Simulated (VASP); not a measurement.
Crystal: Te3O2.

```
Te O
1.0
     5.97511    0.00000    0.00000
    -2.98756    5.17460    0.00000
     0.00000    0.00000    3.87855
Te O
3 2
Cartesian
  2.9876 0.0000 1.9393
  -1.4938 2.5873 1.9393
  1.4938 2.5873 1.9393
  0.0000 0.0000 0.6399
  0.0000 0.0000 3.2386
```

The cell was built from a structure type or drawn by symmetry, and may not be a known phase.

```yaml
Program: VASP 6.6.1
Task: relaxation of cell and atoms
Functional: PBE
Potentials_or_basis: VASP PAW PBE potentials, release 64 (Te, O)
Cutoff: 600 eV
k_mesh: 6 × 6 × 10
Occupations: gaussian, width 0.1 eV
Spin: no spin polarisation
```

At the start: pressure 0.8 GPa; volume 23.98 Å³/atom.

Q: Where does the relaxation end?

A: Over 22 steps the energy falls by 9.9 meV/atom and the volume is 23.71 Å³/atom (-1.1 %); space group P6/mmm (No. 191, to 0.1 Å) before and after.

Step by step:
```csv
step,energy change (eV),largest force (eV/Å),pressure (GPa),volume (Å³)
1,0.0000,0.2028,0.80,119.92
2,-0.0131,1.5959,0.47,121.98
3,-0.0220,0.8404,0.54,121.19
4,-0.0339,0.1556,-0.94,122.75
5,-0.0346,0.0254,-0.69,122.45
6,-0.0386,0.0633,-0.62,121.95
7,-0.0465,0.1778,-0.36,120.43
8,-0.0400,0.4354,0.38,117.38
9,-0.0477,0.2803,-0.14,119.51
10,-0.0473,0.3993,-0.38,118.76
11,-0.0489,0.0412,-0.26,119.16
12,-0.0494,0.0117,-0.12,118.78
13,-0.0494,0.0198,0.05,118.40
14,-0.0494,0.0163,0.05,118.47
15,-0.0494,0.0037,-0.01,118.63
16,-0.0495,0.0100,0.01,118.54
17,-0.0495,0.0118,0.01,118.52
18,-0.0495,0.0145,0.02,118.50
19,-0.0495,0.0443,0.01,118.49
20,-0.0495,0.0231,0.02,118.49
21,-0.0495,0.0171,0.03,118.51
22,-0.0495,0.0004,0.04,118.57
```

Final structure:
```yaml
crystal:
  lattice:
    - [6.06449, 0.00000, 0.00000]
    - [-3.03224, 5.25200, 0.00000]
    - [0.00000, 0.00000, 3.72256]
  atoms:
    - { symbol: Te, position: [0.50000, 0.00000, 0.50000] }
    - { symbol: Te, position: [0.00000, 0.50000, 0.50000] }
    - { symbol: Te, position: [0.50000, 0.50000, 0.50000] }
    - { symbol: O, position: [0.00000, 0.00000, 0.17112] }
    - { symbol: O, position: [0.00000, 0.00000, 0.82888] }
```
